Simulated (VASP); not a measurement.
Here is a VASP 6.6.1 calculation.

The input INCAR:

```
SYSTEM = ZnSe
ALGO = Normal
EDIFF = 1E-6
ENCUT = 500
GGA = CA
GGA_COMPAT = .False.
ISIF = 2
ISMEAR = 0
LASPH = .True.
LCHARG = .False.
LREAL = .False.
LWAVE = .False.
NBANDS = 16
NELM = 120
PREC = Accurate
SIGMA = 0.02
```

File KPOINTS:

```
k-points
0
Gamma
  8 8 8
  0 0 0
```

The input POSCAR:

```
ZnSe
1.0
    0.0000000000      2.7837635969      2.7837635969
    2.7837635969      0.0000000000      2.7837635969
    2.7837635969      2.7837635969      0.0000000000
Zn Se
1 1
Direct
    0.0000000000      0.0000000000      0.0000000000
    0.2500000000      0.2500000000      0.2500000000
```

Potentials or basis: VASP PAW LDA potentials, release 64 (Zn, Se).

Run with:

```sh
$ cat potpaw_LDA.64/Zn/POTCAR potpaw_LDA.64/Se/POTCAR > POTCAR
$ mpirun -np 1 vasp_std > vasp.out
```

**Question.** Predict the pressure.

**Answer.** 0.4 GPa.

**Question.** What does it give for the band gap on the k mesh?

**Answer.** 1.29 eV, direct.

A hybrid or GW would open this gap; LDA tends to underestimate it.
